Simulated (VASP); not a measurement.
The system is Cu.

```xyz
1
Lattice="0.0000 1.8250 1.8250 1.8250 0.0000 1.8250 1.8250 1.8250 0.0000" Properties=species:S:1:pos:R:3 pbc="T T T"
Cu    0.0000    0.0000    0.0000
```

- Program: VASP 6.6.1
- Task: relaxation of cell and atoms
- Functional: LDA
- Potentials or basis: VASP PAW LDA potentials, release 64 (Cu_sv_GW)
- Cutoff: 700 eV
- k mesh: 10 × 10 × 10
- Occupations: gaussian, width 0.1 eV
- Spin: no spin polarisation

At the start: pressure -19.8 GPa; volume 12.16 Å³/atom.

Where does the relaxation end?

Over 3 steps the energy falls by 100.2 meV/atom and the volume is 10.75 Å³/atom (-11.6 %); space group Fm-3m (No. 225, to 0.05 Å).

The path:
```csv
step,energy change (eV),largest force (eV/Å),pressure (GPa),volume (Å³)
1,0.0000,0.0000,-19.83,12.16
2,-0.0178,0.0000,28.09,9.70
3,-0.1002,0.0000,-0.38,10.75
```

Final structure:
```cif
data_structure
_symmetry_space_group_name_H-M 'P 1'
_symmetry_Int_Tables_number 1
_cell_length_a 2.4774
_cell_length_b 2.4774
_cell_length_c 2.4774
_cell_angle_alpha 60.000
_cell_angle_beta 60.000
_cell_angle_gamma 60.000
_cell_volume 10.75
loop_
_atom_site_label
_atom_site_type_symbol
_atom_site_fract_x
_atom_site_fract_y
_atom_site_fract_z
_atom_site_occupancy
Cu1 Cu 0.00000 0.00000 0.00000 1
```

Caveat: the volume moved by -12 % from the deposited cell, more than functionals usually miss.
